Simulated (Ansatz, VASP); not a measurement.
Two plane-wave programs on Ge

File INCAR:

```
PREC     = Accurate       # precision mode
ENCUT    = 520            # plane-wave cutoff, eV
EDIFF    = 1E-6           # SCF threshold, eV
ISMEAR   = 0              # smearing method
SIGMA    = 0.15           # smearing width, eV
LREAL    = False          # projectors in reciprocal space
LASPH    = True           # aspherical terms in the spheres
NELM     = 80             # most SCF steps
ALGO     = Fast           # electronic algorithm
ISIF     = 2              # what is computed and relaxed
LWAVE    = False          # write WAVECAR
LCHARG   = False          # write CHGCAR
GGA      = PS             # functional
IVDW     = 12             # dispersion correction
NBANDS   = 21             # bands
```

File KPOINTS:

```
Automatic mesh
0
Gamma
  18 18 10
```

The input POSCAR:

```
Ge
1.0
    1.4880529250     -2.5946896100      0.0000000000
    1.4880529250      2.5946896100      0.0000000000
    0.0000000000      0.0000000000      4.7275957900
Ge
2
Direct
    0.7121537847      0.5016813862      0.2500000000
    0.3334466300      0.6665533700      0.7500000000
```

Input for Ansatz:

```yaml
crystal:
  lattice:
    - [1.488052925, -2.59468961, 0.0]
    - [1.488052925, 2.59468961, 0.0]
    - [0.0, 0.0, 4.72759579]
  atoms:
    - { symbol: Ge, position: [0.7121537847, 0.5016813862, 0.25] }
    - { symbol: Ge, position: [0.33344663, 0.66655337, 0.75] }
basis:
  ecutwfc: 420
kpoints:
  mp_grid: { grid: [18, 18, 10] }
hamiltonian:
  xc: pbesol
  dispersion: d3bj
scf:
  occupations: { method: gaussian, width: 0.15 }
output:
  forces: true
  stress: true
  eigenvalues: true
```

Alike in both runs: task single point; functional PBEsol; dispersion D3(BJ); k mesh 18 × 18 × 10; occupations gaussian, width 0.15 eV; no spin polarisation.

```csv
,VASP,Ansatz
version,VASP 6.6.1,Ansatz 0.2.0
potentials or method,"VASP PAW PBE potentials, release 64 (Ge_d), cutoff 520 eV","scalar-relativistic, plane waves, PAW"
valence electrons in the cell,28,28
```

Ansatz gave:

| Quantity | Value |
| --- | --- |
| gap on the k mesh at the Fermi level (eV) | none |
| pressure (GPa) | -2.5 |
| traceless stress, the component that is largest in VASP (GPa) | 1.59 |
| rms of the force components (eV/Å) | 0.017 |

Estimate VASP's values.

gap on the k mesh at the Fermi level (eV): none; pressure (GPa): -2.3; traceless stress, the component that is largest in VASP (GPa): 1.59; rms of the force components (eV/Å): 0.017.

VASP's potentials were made for PBE, not for PBEsol. Atom by atom the forces differ by 0.000 eV/Å (rms over components). A gap of «none» marks a metal or a gap that the smearing closes.
